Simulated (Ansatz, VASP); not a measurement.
**InB3: VASP beside Ansatz**

```xyz
8
Lattice="3.3233 1.9187 2.5083 -3.3233 1.9187 2.5083 0.0000 -3.8374 2.5083" Properties=species:S:1:pos:R:3 pbc="T T T"
In    0.0000    0.0000    2.4553
In    0.0000    0.0000    5.0695
B     2.0571   -1.1877    5.5130
B     0.0000    2.3754    5.5130
B    -2.0571   -1.1877    5.5130
B    -2.0571    1.1877    2.0119
B     2.0571    1.1877    2.0119
B     0.0000   -2.3754    2.0119
```

Alike in both runs: functional PBE; k mesh 9 × 9 × 9; occupations gaussian, width 0.1 eV; no spin polarisation.

Ansatz relaxed the structure, and its values are those at the end. VASP's run is a single point on that final structure, the one shown.

|  | VASP | Ansatz |
| --- | --- | --- |
| version | VASP 6.6.1 | Ansatz 0.2.0 |
| potentials or method | VASP PAW PBE potentials, release 64 (In_d, B), cutoff 520 eV | scalar-relativistic, plane waves, PAW |
| valence electrons in the cell | 44 | 44 |

Ansatz gave:

```
gap on the k mesh at the Fermi level (eV) : none
pressure (GPa)                            : 0.0
rms of the force components (eV/Å)        : 0.002
```

**Question.** Estimate VASP's values.

**Answer.** gap on the k mesh at the Fermi level (eV): none; pressure (GPa): 0.0; rms of the force components (eV/Å): 0.003.

A gap of «none» marks a metal or a gap that the smearing closes.
